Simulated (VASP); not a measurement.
Runs of VASP 6.6.1 on CdF2. The structure is that of space group Fm-3m (No. 225), or close to it. The cells are those of the table. 

```csv
cell,gap on the mesh (eV),pressure (GPa)
"a = 3.842, b = 3.842, c = 3.738 Å, angles 60.9, 60.9, 58.2°, 3 atoms",3.00,(b)
"a = 3.823, b = 3.823, c = 3.771 Å, angles 60.4, 60.4, 59.1°, 3 atoms",3.05,6.7
"a = 3.768, b = 3.768, c = 3.666 Å, angles 60.9, 60.9, 58.2°, 3 atoms",3.21,14.9
"a = 3.750, b = 3.750, c = 3.699 Å, angles 60.4, 60.4, 59.1°, 3 atoms",(a),15.0
"a = 3.789, b = 3.789, c = 3.839 Å, angles 59.6, 59.6, 60.9°, 3 atoms",3.05,6.7
```

Alike in all rows: task single point; level PBE; potentials or basis VASP PAW PBE potentials, release 64 (Cd, F); no spin polarisation; k mesh 8 × 8 × 8; cutoff (eV) 520; smearing gaussian 0.05 eV.

Task: Fill in the values left out.

Result: (a) 3.26; (b) 6.6.

Caveats: the cell stands under pressure.

A k mesh can miss the band edges, and the runs leave out spin-orbit coupling on Cd.
